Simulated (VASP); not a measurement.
# Rh (Fm-3m) in VASP: single point with r2SCAN

Aim: the single point of Rh with r2SCAN.

All numbers are computed with VASP 6.6.1; they aren't measurements. Logs are shortened: lines on timing, memory, paths and dates and some standing lists are left out, and cuts for length are marked.

**1. The cell of the first run**

Symmetry: Fm-3m, No. 225, cubic system. Conventional cell: a = 3.800 Å, b = 3.800 Å, c = 3.800 Å, α = 90.00°, β = 90.00°, γ = 90.00°. Within 3.5 Å of Rh (site symmetry m-3m) lie 12 Rh at 2.69 Å.

**2. Single point, r2SCAN**

File POSCAR:

```
Rh
1.0
    0.0000000000      1.8999841391      1.8999841391
    1.8999841391      0.0000000000      1.8999841391
    1.8999841391      1.8999841391      0.0000000000
Rh
1
Direct
    0.0000000000      0.0000000000      0.0000000000
```

File INCAR.step1:

```
SYSTEM = Rh
  ALGO = Normal
  EDIFF = 1E-5
  ENCUT = 550
  GGA = PE
  GGA_COMPAT = .FALSE.
  ISMEAR = 0
  LASPH = .TRUE.
  LCHARG = .FALSE.
  LREAL = .FALSE.
  LWAVE = .TRUE.
  NBANDS = 14
  NELM = 120
  PREC = Accurate
  SIGMA = 0.1
```

File INCAR.step2:

```
SYSTEM = Rh
  ALGO = Normal
  EDIFF = 1E-6
  ENCUT = 550
  GGA_COMPAT = .FALSE.
  ISIF = 2
  ISMEAR = 0
  ISTART = 1
  LASPH = .TRUE.
  LCHARG = .FALSE.
  LMIXTAU = .TRUE.
  LREAL = .FALSE.
  LWAVE = .FALSE.
  METAGGA = R2SCAN
  NBANDS = 14
  NELM = 120
  PREC = Accurate
  SIGMA = 0.1
```

File KPOINTS:

```
k-points
0
G
  18 18 18
  0 0 0
```

Potentials or basis: VASP PAW PBE potentials, release 64 (Rh_pv).

Command:

```bash
$ cat potpaw_PBE.64/Rh_pv/POTCAR > POTCAR
$ cp INCAR.step1 INCAR
$ mpirun -np 1 vasp_std > vasp.out
$ cp INCAR.step2 INCAR
$ mpirun -np 1 vasp_std > vasp.out
```

OUTCAR:

```text
SYSTEM = Rh
   EDIFF = 1E-6
   ENCUT = 550
   ISIF = 2
   ISMEAR = 0
   ISTART = 1
   LASPH = .TRUE.
   LREAL = .FALSE.
   METAGGA = R2SCAN
   NELM = 120
   PREC = Accurate

 ion  position               nearest neighbor table
   1  0.000  0.000  0.000-

  LATTYP: Found a face centered cubic cell.
 ALAT       =     3.7999682782

  Lattice vectors:

 A1 = (   0.0000000000,   1.8999841391,   1.8999841391)
 A2 = (   1.8999841391,   0.0000000000,   1.8999841391)
 A3 = (   1.8999841391,   1.8999841391,   0.0000000000)

Analysis of symmetry for initial positions (statically):
=====================================================================
 Subroutine PRICEL returns:
 Original cell was already a primitive cell.

 Routine SETGRP: Setting up the symmetry group for a
 face centered cubic supercell.

 Subroutine GETGRP returns: Found 48 space group operations
 (whereof 48 operations were pure point group operations)
 out of a pool of 48 trial point group operations.

The static configuration has the point symmetry O_h .

Analysis of symmetry for dynamics (positions and initial velocities):
=====================================================================
 Subroutine PRICEL returns:
 Original cell was already a primitive cell.

 Routine SETGRP: Setting up the symmetry group for a
 face centered cubic supercell.

 Subroutine GETGRP returns: Found 48 space group operations
 (whereof 48 operations were pure point group operations)
 out of a pool of 48 trial point group operations.

The dynamic configuration has the point symmetry O_h .

 Subroutine INISYM returns: Found 48 space group operations
 (whereof 48 operations are pure point group operations),
 and found     1 'primitive' translations

----------------------------------------------------------------------------------------

                                     Primitive cell

  volume of cell :      13.7177

  direct lattice vectors                    reciprocal lattice vectors
     0.000000000  1.899984139  1.899984139    -0.263160092  0.263160092  0.263160092
     1.899984139  0.000000000  1.899984139     0.263160092 -0.263160092  0.263160092
     1.899984139  1.899984139  0.000000000     0.263160092  0.263160092 -0.263160092

  length of vectors
     2.686983338  2.686983338  2.686983338     0.455806649  0.455806649  0.455806649

  position of ions in fractional coordinates (direct lattice)
     0.000000000  0.000000000  0.000000000

  ion indices of the primitive-cell ions
   primitive index   ion index
[... 76 lines left out ...]
   NSW    =      0    number of steps for IOM
   IBRION =     -1    ionic relax: 0-MD 1-quasi-New 2-CG
   NFREE  =      0    steps in history (QN), initial steepest desc. (CG)
   ISIF   =      2    stress and relaxation
   ISYM   =      2    0-nonsym 1-usesym 2-fastsym
   POTIM  = 0.5000    time-step for ionic-motion
   TEBEG  =    0.0;   TEEND  =   0.0 temperature during run
   PSTRESS=    0.0 pullay stress
   NELECT =      15.0000    total number of electrons
   NUPDOWN=      -1.0000    fix difference up-down
   EMIN   =  10.00;   EMAX   =-10.00  energy-range for DOS
   EFERMI =   0.00;   METHOD = LEGACY
   ISMEAR =     0;   SIGMA  =   0.10  broadening in eV -4-tet -1-fermi 0-gaus
   EFERMI_NEDOS =   21; number of points for ismear=-14 and -15
   IALGO  =     38    algorithm
   IMIX   =      4    mixing-type and parameters
     AMIX     =   0.40;   BMIX     =  1.00
     AMIX_MAG =   1.60;   BMIX_MAG =  1.00
  volume/ion in A,a.u.               =      13.72        92.57
  Fermi-wavevector in a.u.,A,eV,Ry     =   1.686599  3.187211 38.703372  2.844618
  Thomas-Fermi vector in A             =   2.769235
   LORBIT       =      0    0 simple, 1 ext, 2 COOP (PROOUT), +10 PAW based schemes
   METAGGA = R2SCAN    functional components
   LHFCALC =     F    Hartree Fock is set to
   AEXX    =    0.0000 exact exchange contribution
   IVDW    =     0    specifies the selected vdW correction
   LEPSILON=     F    determine dielectric tensor
   LRPA    =     F    only Hartree local field effects (RPA)
 non-spin polarized calculation
 Gauss-broadening in eV      SIGMA  =   0.10
  energy-cutoff  :      550.00
  volume of cell :       13.72
 maximum number of plane-waves:       419
 NGX is ok and might be reduce to    24
   NGX = 11   NGY = 11   NGZ = 11

 number of electron      15.0000002 magnetization

 Free energy of the ion-electron system (eV)
  ---------------------------------------------------
  ext. energy  EPLUGINS =         0.00000000
  ---------------------------------------------------
  free energy    TOTEN  =       -24.13952601 eV

  energy without entropy =      -24.13274858  energy(sigma->0) =      -24.13613730

 E-fermi :  11.7799     XC(G=0): -15.2243

 val. band max:       11.7791926512   @ k =   0.5000   0.2222   0.1111
 cond. band min:      11.7936732204   @ k =   0.5000   0.3889   0.0000
 fundamental gap:      0.0144805692
 Fermi energy:        11.7799149929

 k-point     1 :       0.0000    0.0000    0.0000
  band No.  band energies     occupation
      1     -36.0224      2.00000
      2     -36.0224      2.00000
      3     -36.0224      2.00000
      4       3.5762      2.00000
      5       8.5885      2.00000
      6       8.5885      2.00000
      7       8.5885      2.00000
      8      10.6960      2.00000
      9      10.6960      2.00000
     10      28.4887      0.00000
     11      29.1452      0.00000
     12      34.2540      0.00000
     13      34.2540      0.00000
     14      34.2540      0.00000
[... 377 lines left out ...]
      1     -36.4056      2.00000
      2     -36.1003      2.00000
      3     -36.0659      2.00000
      4       5.4691      2.00000
      5       8.2518      2.00000
      6       8.9822      2.00000
      7       9.0347      2.00000
      8      10.5186      2.00000
      9      11.2314      2.00000
     10      28.0230      0.00000
     11      29.1464      0.00000
     12      30.2714      0.00000
     13      35.7520      0.00000
     14      37.7011      0.00000

 [... further k-points ...]
[... 5 lines left out ...]
  --------------------------------------------------------------------------------------
  -------------------------------------------------------------------------------------
  Total        0.0960390      0.0960390      0.0960390     -0.0000000     -0.0000000      0.0000000
  in kB       11.2170416     11.2170416     11.2170416     -0.0000000     -0.0000000      0.0000000
  external PRESSURE =      11.2170416 kB  Pullay stress =       0.0000000 kB

 VOLUME and BASIS-vectors are now :
 -----------------------------------------------------------------------------
  energy-cutoff  :      550.00
  volume of cell :       13.72
      direct lattice vectors                 reciprocal lattice vectors
     0.000000000  1.899984139  1.899984139    -0.263160092  0.263160092  0.263160092
     1.899984139  0.000000000  1.899984139     0.263160092 -0.263160092  0.263160092
     1.899984139  1.899984139  0.000000000     0.263160092  0.263160092 -0.263160092

 POSITION                                       TOTAL-FORCE (eV/Angst)
 -----------------------------------------------------------------------------------
      0.00000      0.00000      0.00000         0.000000      0.000000      0.000000
 -----------------------------------------------------------------------------------
    total drift:                               -0.000000      0.000000     -0.000000

  FREE ENERGIE OF THE ION-ELECTRON SYSTEM (eV)
  ---------------------------------------------------
  free  energy   TOTEN  =       -24.1395260103 eV

  energy  without entropy=      -24.1327485833  energy(sigma->0) =      -24.13613730
```

OUTCAR.step1:

```text
SYSTEM = Rh
   EDIFF = 1E-5
   ENCUT = 550
   GGA = PE
   ISMEAR = 0
   LASPH = .TRUE.
[... 626 lines left out ...]
 -----------------------------------------------------------------------------------
      0.00000      0.00000      0.00000         0.000000      0.000000      0.000000
 -----------------------------------------------------------------------------------
    total drift:                               -0.000000      0.000000      0.000000

  FREE ENERGIE OF THE ION-ELECTRON SYSTEM (eV)
  ---------------------------------------------------
  free  energy   TOTEN  =        -7.2548622155 eV

  energy  without entropy=       -7.2479921044  energy(sigma->0) =       -7.25142716
```

OSZICAR.step1:

```text
N       E                     dE             d eps       ncg     rms          rms(c)
DAV:   1     0.124184769179E+03    0.12418E+03   -0.90717E+03  5484   0.120E+03
DAV:   2    -0.615352612390E+01   -0.13034E+03   -0.12434E+03  5970   0.349E+02
DAV:   3    -0.774979858504E+01   -0.15963E+01   -0.15936E+01  6546   0.424E+01
DAV:   4    -0.775574284726E+01   -0.59443E-02   -0.59440E-02  6300   0.265E+00
DAV:   5    -0.775579536565E+01   -0.52518E-04   -0.52516E-04  6396   0.220E-01    0.102E+01
DAV:   6    -0.727539199322E+01    0.48040E+00   -0.79138E-01  5760   0.124E+01    0.358E+00
DAV:   7    -0.725843416828E+01    0.16958E-01   -0.18245E-02  6288   0.165E+00    0.167E+00
DAV:   8    -0.725500565772E+01    0.34285E-02   -0.33987E-03  5838   0.785E-01    0.208E-01
DAV:   9    -0.725486064655E+01    0.14501E-03   -0.97238E-05  5832   0.136E-01    0.111E-02
DAV:  10    -0.725486221547E+01   -0.15689E-05   -0.28030E-06  3402   0.217E-02
   1 F= -.72548622E+01 E0= -.72514272E+01  d E =-.687011E-02
```

Run time: 2.6 min. Hardware: 1 thread of Intel Xeon Platinum 8488C (Sapphire Rapids), shared host; peak memory 0.17 GiB.

Results:

| Item | Value |
| --- | --- |
| Free energy | -24.1395 eV |
| Pressure | 1.1 GPa |

Levels at points of the mesh, in eV from the Fermi level:
```csv
k point,band 4,band 5,band 6,band 7,band 8,band 9,band 10,band 11
"(0.00, 0.00, 0.00)",-8.20,-3.19,-3.19,-3.19,-1.08,-1.08,16.71,17.37
"(0.50, 0.00, 0.00)",-6.36,-3.31,-3.31,0.58,0.58,0.90,9.10,16.27
"(0.50, 0.50, 0.00)",-6.58,-6.20,0.51,1.04,1.04,3.48,12.90,14.01
```

Caveat: the PAW data sets were made with another functional, which shifts forces and pressure a little.
